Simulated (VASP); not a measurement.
# CuI (Cmcm) in VASP: further runs, part 3 of 3

VASP 6.6.1. The steps go on from the part before.

## (6) Electric field gradients, PBE (volume scaled by 0.98)

Input file INCAR:

```
SYSTEM = CuI
PREC = Accurate
ENCUT = 520
EDIFF = 1E-8
ISMEAR = -1
SIGMA = 0.02
LREAL = .False.
LASPH = .True.
NELM = 60
ALGO = Normal
ISIF = 2
LWAVE = .False.
LCHARG = .False.
GGA = PE
LEFG = .True.
NBANDS = 26
```

Input file KPOINTS:

```
regular mesh
0
Gamma
  5 5 6
  0 0 0
```

Input file POSCAR:

```
CuI
1.0
    3.7081120190     -3.6861789996      0.0000000000
    3.7081120190      3.6861789996      0.0000000000
    0.0000000000      0.0000000000      4.2780907744
Cu I
2 2
Direct
    0.4204388300      0.5795611700      0.7500000000
    0.5795611700      0.4204388300      0.2500000000
    0.7700426800      0.2299573200      0.7500000000
    0.2299573200      0.7700426800      0.2500000000
```

Potentials or basis: VASP PAW PBE potentials, release 64 (Cu, I).

The run is started by

```sh
cat potpaw_PBE.64/Cu/POTCAR potpaw_PBE.64/I/POTCAR > POTCAR
mpirun -np 1 vasp_std > vasp.out
```

OUTCAR:

```text
SYSTEM = CuI
   PREC = Accurate
   ENCUT = 520
   EDIFF = 1E-8
   ISMEAR = -1
   LREAL = .False.
   LASPH = .True.
   NELM = 60
   ISIF = 2
   GGA = PE

 ion  position               nearest neighbor table
   1  0.420  0.580  0.750-   2 2.44   2 2.44   4 2.56   4 2.56   3 2.58
   2  0.580  0.420  0.250-   1 2.44   1 2.44   3 2.56   3 2.56   4 2.58
   3  0.770  0.230  0.750-   2 2.56   2 2.56   1 2.58
   4  0.230  0.770  0.250-   1 2.56   1 2.56   2 2.58

  LATTYP: Found a base centered orthorhombic cell.
 ALAT       =     7.3723579992
 B/A-ratio  =     1.0059500690
 C/A-ratio  =     0.5802879859

  Lattice vectors:

 A1 = (  -3.7081120190,  -3.6861789996,   0.0000000000)
 A2 = (   3.7081120190,  -3.6861789996,   0.0000000000)
 A3 = (   0.0000000000,   0.0000000000,   4.2780907744)

Analysis of symmetry for initial positions (statically):
=====================================================================
 Subroutine PRICEL returns:
 Original cell was already a primitive cell.

 Routine SETGRP: Setting up the symmetry group for a
 base centered orthorhombic supercell.

 Subroutine GETGRP returns: Found  8 space group operations
 (whereof  4 operations were pure point group operations)
 out of a pool of  8 trial point group operations.

The static configuration has the point symmetry C_2h.
 The point group associated with its full space group is D_2h.

Analysis of symmetry for dynamics (positions and initial velocities):
=====================================================================
 Subroutine PRICEL returns:
 Original cell was already a primitive cell.

 Routine SETGRP: Setting up the symmetry group for a
 base centered orthorhombic supercell.

 Subroutine GETGRP returns: Found  8 space group operations
 (whereof  4 operations were pure point group operations)
 out of a pool of  8 trial point group operations.

The dynamic configuration has the point symmetry C_2h.
 The point group associated with its full space group is D_2h.

 Subroutine INISYM returns: Found  8 space group operations
 (whereof  4 operations are pure point group operations),
 and found     1 'primitive' translations

----------------------------------------------------------------------------------------

                                     Primitive cell

  volume of cell :     116.9524

  direct lattice vectors                    reciprocal lattice vectors
     3.708112019 -3.686179000  0.000000000     0.134839508 -0.135641812  0.000000000
     3.708112019  3.686179000  0.000000000     0.134839508  0.135641812  0.000000000
     0.000000000  0.000000000  4.278090774     0.000000000  0.000000000  0.233749131

  length of vectors
     5.228576323  5.228576323  4.278090774     0.191260017  0.191260017  0.233749131

  position of ions in fractional coordinates (direct lattice)
     0.420438830  0.579561170  0.750000000
     0.579561170  0.420438830  0.250000000
     0.770042680  0.229957320  0.750000000
     0.229957320  0.770042680  0.250000000
[... 91 lines left out ...]
   NUPDOWN=      -1.0000    fix difference up-down
   EMIN   =  10.00;   EMAX   =-10.00  energy-range for DOS
   EFERMI =   0.00;   METHOD = LEGACY
   ISMEAR =    -1;   SIGMA  =   0.02  broadening in eV -4-tet -1-fermi 0-gaus
   EFERMI_NEDOS =   21; number of points for ismear=-14 and -15
   IALGO  =     38    algorithm
   IMIX   =      4    mixing-type and parameters
     AMIX     =   0.40;   BMIX     =  1.00
     AMIX_MAG =   1.60;   BMIX_MAG =  1.00
  volume/ion in A,a.u.               =      29.24       197.31
  Fermi-wavevector in a.u.,A,eV,Ry     =   1.105366  2.088838 16.624046  1.221833
  Thomas-Fermi vector in A             =   2.241852
   LORBIT       =      0    0 simple, 1 ext, 2 COOP (PROOUT), +10 PAW based schemes
   GGA     = PE    functional components
   LHFCALC =     F    Hartree Fock is set to
   AEXX    =    0.0000 exact exchange contribution
   IVDW    =     0    specifies the selected vdW correction
   LEPSILON=     F    determine dielectric tensor
   LRPA    =     F    only Hartree local field effects (RPA)
 non-spin polarized calculation
  energy-cutoff  :      520.00
  volume of cell :      116.95
 maximum number of plane-waves:      3172
   NGX = 19   NGY = 19   NGZ = 15

 number of electron      36.0000001 magnetization

 Free energy of the ion-electron system (eV)
  ---------------------------------------------------
  ext. energy  EPLUGINS =         0.00000000
  ---------------------------------------------------
  free energy    TOTEN  =       -10.89676343 eV

  energy without entropy =      -10.89676343  energy(sigma->0) =      -10.89676343

 E-fermi :   4.5141     XC(G=0):  -8.6805

 val. band max:        4.0746892537   @ k =   0.0000   0.0000   0.0000
 cond. band min:       5.1319481066   @ k =   0.0000   0.0000   0.0000
 fundamental gap:      1.0572588529
 Fermi energy:         4.5141403352

 k-point     1 :       0.0000    0.0000    0.0000
  band No.  band energies     occupation
      1      -9.8933      2.00000
      2      -9.1111      2.00000
      3      -1.5966      2.00000
      4      -0.2641      2.00000
      5      -0.0430      2.00000
      6       0.0185      2.00000
[... 685 lines left out ...]
     25      11.6193      0.00000
     26      12.1462      0.00000

 [... further k-points ...]

------------------------ aborting loop because EDIFF is reached ----------------------------------------

  FORCE on cell =-STRESS in cart. coord.  units (eV):
  Direction    XX          YY          ZZ          XY          YZ          ZX
  --------------------------------------------------------------------------------------
  -------------------------------------------------------------------------------------
  Total        0.7649897      2.0455076      2.1967610      0.0000000     -0.0000000      0.0000000
  in kB       10.4798942     28.0222132     30.0942928      0.0000000     -0.0000000      0.0000000
  external PRESSURE =      22.8654667 kB  Pullay stress =       0.0000000 kB

 VOLUME and BASIS-vectors are now :
 -----------------------------------------------------------------------------
  energy-cutoff  :      520.00
  volume of cell :      116.95
      direct lattice vectors                 reciprocal lattice vectors
     3.708112019 -3.686179000  0.000000000     0.134839508 -0.135641812  0.000000000
     3.708112019  3.686179000  0.000000000     0.134839508  0.135641812  0.000000000
     0.000000000  0.000000000  4.278090774     0.000000000  0.000000000  0.233749131

 POSITION                                       TOTAL-FORCE (eV/Angst)
 -----------------------------------------------------------------------------------
      3.70811      0.58655      3.20857         0.000000      0.163041      0.000000
      3.70811     -0.58655      1.06952         0.000000     -0.163041      0.000000
      3.70811     -1.99085      3.20857         0.000000     -0.320052     -0.000000
      3.70811      1.99085      1.06952         0.000000      0.320052     -0.000000
 -----------------------------------------------------------------------------------
    total drift:                                0.000000     -0.000000      0.000000

  FREE ENERGIE OF THE ION-ELECTRON SYSTEM (eV)
  ---------------------------------------------------
  free  energy   TOTEN  =       -10.8967634333 eV

  energy  without entropy=      -10.8967634333  energy(sigma->0) =      -10.89676343

 Electric field gradients (V/A^2)
---------------------------------------------------------------------
 ion       V_xx      V_yy      V_zz      V_xy      V_xz      V_yz
---------------------------------------------------------------------
   1      57.616   -15.521   -42.095     0.000    -0.000     0.000
   2      57.616   -15.521   -42.095    -0.000    -0.000     0.000
   3    -396.483   294.923   101.560    -0.000     0.000    -0.000
   4    -396.483   294.923   101.560     0.000    -0.000     0.000
---------------------------------------------------------------------

 Electric field gradients after diagonalization (V/A^2)
 (convention: |V_zz| > |V_xx| > |V_yy|)
----------------------------------------------------------------------
 ion       V_xx      V_yy      V_zz     asymmetry (V_yy - V_xx)/ V_zz
----------------------------------------------------------------------
   1     -42.095   -15.521    57.616       0.461
   2     -42.095   -15.521    57.616       0.461
   3     294.923   101.560  -396.483       0.488
   4     294.923   101.560  -396.483       0.488
----------------------------------------------------------------------

           NMR quadrupolar parameters

 Cq : quadrupolar parameter    Cq=e*Q*V_zz/h
 eta: asymmetry parameters     (V_yy - V_xx)/ V_zz
 Q  : nuclear electric quadrupole moment in mb (millibarn)
----------------------------------------------------------------------
 ion       Cq(MHz)       eta       Q (mb)
----------------------------------------------------------------------
   1       0.139       0.461       1.000
   2       0.139       0.461       1.000
   3      -0.959       0.488       1.000
   4      -0.959       0.488       1.000
----------------------------------------------------------------------
```

OSZICAR:

```text
N       E                     dE             d eps       ncg     rms          rms(c)
DAV:   1     0.273976399865E+03    0.27398E+03   -0.14908E+04  1872   0.146E+03
DAV:   2     0.157050047711E+02   -0.25827E+03   -0.24590E+03  1878   0.306E+02
DAV:   3    -0.102717295702E+02   -0.25977E+02   -0.25370E+02  2556   0.119E+02
DAV:   4    -0.115584846784E+02   -0.12868E+01   -0.12828E+01  2496   0.236E+01
[... 11 lines left out ...]
DAV:  16    -0.108967634834E+02    0.18212E-07   -0.55670E-07  2824   0.123E-02    0.156E-03
DAV:  17    -0.108967634296E+02    0.53755E-07   -0.96025E-08  2964   0.500E-03    0.112E-03
DAV:  18    -0.108967634105E+02    0.19123E-07   -0.30441E-08  1958   0.538E-03    0.158E-04
DAV:  19    -0.108967634280E+02   -0.17511E-07   -0.18130E-08  1318   0.888E-04    0.404E-04
DAV:  20    -0.108967634333E+02   -0.52505E-08   -0.42954E-09  1074   0.139E-03
   1 F= -.10896763E+02 E0= -.10896763E+02  d E =-.183981E-11
```

Wall time 67 s (1 thread of Intel Xeon 6975P-C (Granite Rapids), shared host); peak memory 0.26 GiB.

Results:

| Item | Value |
| --- | --- |
| Free energy | -10.8968 eV |
| Pressure | 2.3 GPa |
| Largest force | 0.320 eV/Å |
| Band gap on the k mesh | 1.06 eV, direct |

Forces on the atoms (eV/Å):
```
Cu   0.000  0.163  0.000
Cu   0.000 -0.163  0.000
I    0.000 -0.320  0.000
I    0.000  0.320  0.000
```

Levels at points of the mesh, in eV from the valence-band top:
```tsv
k point	band 15	band 16	band 17	band 18	band 19	band 20	band 21	band 22
(0.00, 0.00, 0.00)	-1.88	-1.55	-0.95	0.00	1.06	1.66	2.43	4.60
(0.00, 0.00, 0.50)	-1.88	-1.88	-1.66	-1.66	3.74	3.74	3.76	3.76
```

Electric field gradients, principal values (V/Å²):
| atom | least | middle | greatest (by size) |
| --- | --- | --- | --- |
| 1 Cu | -15.521 | -42.095 | 57.616 |
| 2 Cu | -15.521 | -42.095 | 57.616 |
| 3 I | 101.560 | 294.923 | -396.483 |
| 4 I | 101.560 | 294.923 | -396.483 |

Caveat: without QUAD_EFG the Cq values of the log hold for a quadrupole moment of 1 mb, not for the nuclei; spin-orbit coupling is left out, which moves the levels of the heavy elements.

## (7) Summary

```tsv
cell	gap on the mesh (eV)	pressure (GPa)	largest force (eV/Å)
a = 5.264, b = 5.264, c = 4.393 Å, angles 90.0, 90.0, 89.7°, 4 atoms	1.05	0.2	0.09
a = 5.367, b = 5.367, c = 4.391 Å, angles 90.0, 90.0, 89.7°, 4 atoms	0.98	-0.7	0.30
a = 5.156, b = 5.156, c = 4.219 Å, angles 90.0, 90.0, 89.7°, 4 atoms	1.11	4.4	0.72
a = 5.229, b = 5.229, c = 4.278 Å, angles 90.0, 90.0, 89.7°, 4 atoms	1.06	2.3	0.32
```

Alike in all rows: task electric field gradients; level PBE; potentials or basis VASP PAW PBE potentials, release 64 (Cu, I); no spin polarisation; k mesh 5 × 5 × 6; cutoff (eV) 520; smearing fermi-dirac 0.02 eV.

Caveats: spin-orbit coupling is left out, which moves the levels of the heavy elements.

Absolute energies hang on the potentials; compare differences alone.
